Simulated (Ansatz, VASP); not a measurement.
**LaZn in VASP and in Ansatz**

```
La Zn
1.0
     3.75000    0.01875    0.01875
     0.01875    3.75000    0.01875
     0.01875    0.01875    3.75000
La Zn
1 1
Cartesian
  1.8937 1.8937 1.8938
  0.0000 0.0000 0.0000
```

Change from the starting cell: equal xy, yz and zx shear strains of +1 %, crystal datasets.

Alike in both runs: task electric field gradients; functional LDA; k mesh 9 × 9 × 9; occupations fermi-dirac, width 0.05 eV; no spin polarisation.

|  | VASP | Ansatz |
| --- | --- | --- |
| version | VASP 6.6.1 | Ansatz 0.2.0 |
| potentials or method | VASP PAW LDA potentials, release 64 (La, Zn), cutoff 520 eV | all-electron PAW with datasets made for the crystal, scalar-relativistic |

|  | VASP | Ansatz | Ansatz less VASP |
| --- | --- | --- | --- |
| pressure (GPa) | -4.0 | -4.0 | -0.03 |
| traceless stress, the component that is largest in VASP (GPa) | -0.29 | -0.28 | +0.004 |
| size of Vzz on the site where it differs most (V/Å²) | 2.4 | 3.2 | +0.78 |

LDA's correlation is that of Perdew and Zunger in VASP and of Perdew and Wang (1992) in Ansatz. Ansatz ran all-electron here, and VASP with PAW potentials.

Neither program's run includes spin-orbit coupling.
